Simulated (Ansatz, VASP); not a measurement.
## Ru in VASP and in Ansatz

INCAR

```
SYSTEM = Ru
PREC = Accurate
ENCUT = 520
EDIFF = 1E-7
ISMEAR = 0
SIGMA = 0.05
LREAL = .False.
LASPH = .True.
NELM = 100
ALGO = Normal
ISIF = 2
LWAVE = .False.
LCHARG = .True.
GGA = PE
LELF = .True.
LVHAR = .True.
NBANDS = 13
```

File KPOINTS:

```
regular mesh
0
Gamma
  20 20 20
  0 0 0
```

The input POSCAR:

```
Ru
1.0
   -1.5539235113      1.5539235113      1.5539235113
    1.5539235113     -1.5539235113      1.5539235113
    1.5539235113      1.5539235113     -1.5539235113
Ru
1
Direct
    0.0000000000      0.0000000000      0.0000000000
```

Input for Ansatz:

```yaml
crystal:
  lattice:
    - [-1.5539235113, 1.5539235113, 1.5539235113]
    - [1.5539235113, -1.5539235113, 1.5539235113]
    - [1.5539235113, 1.5539235113, -1.5539235113]
  atoms:
    - { symbol: Ru, position: [0.0, 0.0, 0.0] }
basis:
  ecutwfc: 420
  ecutrho_ratio: 4
kpoints:
  mp_grid: { grid: [20, 20, 20] }
hamiltonian:
  xc: pbe
scf:
  occupations: { method: gaussian, width: 0.05 }
output:
  forces: true
  stress: true
  eigenvalues: true
```

Alike in both runs: task single point; functional PBE; k mesh 20 × 20 × 20; occupations gaussian, width 0.05 eV; no spin polarisation.

```csv
,VASP,Ansatz
version,VASP 6.6.1,Ansatz 0.2.0
potentials or method,"VASP PAW PBE potentials, release 64 (Ru_pv), cutoff 520 eV","scalar-relativistic, plane waves, PAW"
valence electrons in the cell,14,16
```

Ansatz gave:

- gap on the k mesh at the Fermi level (eV): none
- pressure (GPa): -13.1

**Question.** Which values does VASP return?

**Answer.** gap on the k mesh at the Fermi level (eV): none; pressure (GPa): -13.2.

A gap of «none» marks a metal or a gap that the smearing closes. VASP's potentials hold 14 valence electrons a cell and Ansatz's 16, so a difference there can come from the potentials and not from the codes.
